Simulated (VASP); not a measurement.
Write the native input for VASP 6.6.1 that does the following.

```
Task                   : single point
Functional             : PBE
Potentials or basis    : VASP PAW PBE potentials, release 64 (Na_pv, H)
Cutoff                 : 500 eV
k mesh                 : 3 × 3 × 3
Occupations            : gaussian, width 0.01 eV
Spin                   : no spin polarisation
Dipole correction      : no
Further INCAR settings : ALGO = Normal; EDIFF = 1e-06; NBANDS = 11
```

The structure of NaH lies in POSCAR:

```
NaH
1.0
    0.0000000000      2.4400000000      2.4400000000
    2.4400000000      0.0000000000      2.4400000000
    2.4400000000      2.4400000000      0.0000000000
Na H
1 1
Direct
    0.0000000000      0.0000000000      0.0000000000
    0.5000000000      0.5000000000      0.5000000000
```

One way to write it, as run:

INCAR

```
SYSTEM = NaH
  ALGO = Normal
  EDIFF = 1E-6
  ENCUT = 500
  GGA = PE
  GGA_COMPAT = .False.
  ISIF = 2
  ISMEAR = 0
  LASPH = .True.
  LCHARG = .False.
  LREAL = .False.
  LWAVE = .False.
  NBANDS = 11
  NELM = 120
  PREC = Accurate
  SIGMA = 0.01
```

KPOINTS

```
k-points
0
Gamma
  3 3 3
  0 0 0
```

Potentials or basis: VASP PAW PBE potentials, release 64 (Na_pv, H).

The run is started by

```bash
$ cat potpaw_PBE.64/Na_pv/POTCAR potpaw_PBE.64/H/POTCAR > POTCAR
$ mpirun -np 1 vasp_std > vasp.out
```

It gave:

```
Pressure               : -0.8 GPa
Band gap on the k mesh : 5.75 eV, indirect (least direct gap 5.86 eV)
```

Caveat: the k points lie up to 0.74 Å⁻¹ apart.

Run time: 4.7 s on 1 thread of AMD EPYC 7R43 64-Core Processor (Zen 3), on a shared host, peak memory 0.11 GiB.
